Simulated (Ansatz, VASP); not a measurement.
## AlGa3N4: VASP beside Ansatz

Contents of INCAR:

```
SYSTEM = AlGa3N4
PREC = Accurate
ENCUT = 520
EDIFF = 1E-6
ISMEAR = 0
SIGMA = 0.05
LREAL = .FALSE.
LASPH = .TRUE.
NELM = 60
ALGO = Normal
ISIF = 2
LWAVE = .FALSE.
LCHARG = .TRUE.
LELF = .TRUE.
LVHAR = .TRUE.
NBANDS = 41
```

File KPOINTS:

```
regular mesh
0
G
  6 6 6
  0 0 0
```

File POSCAR:

```
AlGa3N4
1.0
    4.5152872089     -0.1549363258     -0.1549363258
   -0.1549363258      4.5152872089     -0.1549363258
   -0.1549363258     -0.1549363258      4.5152872089
Al Ga N
1 3 4
Direct
    0.0000000000      0.0000000000      0.0000000000
    0.5000000000      0.5000000000      0.0000000000
    0.5000000000      0.0000000000      0.5000000000
    0.0000000000      0.5000000000      0.5000000000
    0.7548078379      0.7548078379      0.2451921621
    0.7548078379      0.2451921621      0.7548078379
    0.2451921621      0.7548078379      0.7548078379
    0.2451921621      0.2451921621      0.2451921621
```

Input for Ansatz:

```yaml
crystal:
  lattice:
    - [4.5152872089, -0.1549363258, -0.1549363258]
    - [-0.1549363258, 4.5152872089, -0.1549363258]
    - [-0.1549363258, -0.1549363258, 4.5152872089]
  atoms:
    - { symbol: Al, position: [0.0, 0.0, 0.0] }
    - { symbol: Ga, position: [0.5, 0.5, 0.0] }
    - { symbol: Ga, position: [0.5, 0.0, 0.5] }
    - { symbol: Ga, position: [0.0, 0.5, 0.5] }
    - { symbol: "N", position: [0.7548078379, 0.7548078379, 0.2451921621] }
    - { symbol: "N", position: [0.7548078379, 0.2451921621, 0.7548078379] }
    - { symbol: "N", position: [0.2451921621, 0.7548078379, 0.7548078379] }
    - { symbol: "N", position: [0.2451921621, 0.2451921621, 0.2451921621] }
basis:
  ecutwfc: 520.0
kpoints:
  mp_grid: { grid: [6, 6, 6] }
hamiltonian:
  xc: lda
  pseudopotentials: { kind: paw, azcp: { folder: soft_1 } }
scf:
  occupations: { method: gaussian, width: 0.05 }
output:
  forces: true
  stress: true
  eigenvalues: true
```

Change from the starting cell: equal engineering shear yz, xz and xy -0.0700, equal normal strain along x, y and z +0.0200.

Alike in both runs: task single point; functional LDA; k mesh 6 × 6 × 6; occupations gaussian, width 0.05 eV; no spin polarisation.

```csv
,VASP,Ansatz
version,VASP 6.6.1,Ansatz 0.2.0
potentials or method,"VASP PAW LDA potentials, release 64 (Al, Ga_d, N), cutoff 520 eV","scalar-relativistic, plane waves, PAW"
valence electrons in the cell,62,62
```

```tsv
	VASP	Ansatz	Ansatz less VASP
gap on the k mesh at the Fermi level (eV)	1.79	1.78	-0.002
least direct gap on the mesh (eV)	1.79	1.78	-0.002
pressure (GPa)	-6.3	-7.1	-0.81
traceless stress, the component that is largest in VASP (GPa)	14.00	13.78	-0.219
rms of the force components (eV/Å)	0.777	0.749	-0.0278
```

Ansatz warns that its potentials were made for another functional, while VASP's fit it. LDA's correlation is that of Perdew and Zunger in VASP and of Perdew and Wang (1992) in Ansatz. Atom by atom the forces differ by 0.030 eV/Å (rms over components).
